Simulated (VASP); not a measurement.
A run of VASP 6.6.1:

INCAR

```
PREC     = Accurate       # precision mode
ENCUT    = 500            # plane-wave cutoff, eV
EDIFF    = 1E-6           # SCF threshold, eV
ISMEAR   = -1             # smearing method
SIGMA    = 0.002          # smearing width, eV
LREAL    = F              # projectors in reciprocal space
LASPH    = T              # aspherical terms in the spheres
NELM     = 120            # most SCF steps
ALGO     = Normal         # electronic algorithm
ISIF     = 2              # what is computed and relaxed
LWAVE    = F              # write WAVECAR
LCHARG   = F              # write CHGCAR
GGA      = PE             # functional
NBANDS   = 10             # bands
GGA_COMPAT= F
```

Contents of KPOINTS:

```
regular mesh
0
Gamma
  6 6 6
```

POSCAR

```
I
1.0
    0.0000000000      2.3656004428      3.9098401324
    2.1922454667      0.0000000000      3.9098401324
    2.1922454667      2.3656004428      0.0000000000
I
1
Direct
    0.0000000000      0.0000000000      0.0000000000
```

Potentials or basis: VASP PAW PBE potentials, release 64 (I).

The run is started by

```sh
$ cat potpaw_PBE.64/I/POTCAR > POTCAR
$ mpirun -np 1 vasp_std > vasp.out
```

Hardware: 1 thread of Intel Xeon 8259CL, with other jobs on the host.

Q: How long does it take, and how much memory?

A: Run time: 24 s on 1 thread of Intel Xeon 8259CL (shared host), peak memory 0.18 GiB. Counts: scf iterations 11, k points 46.
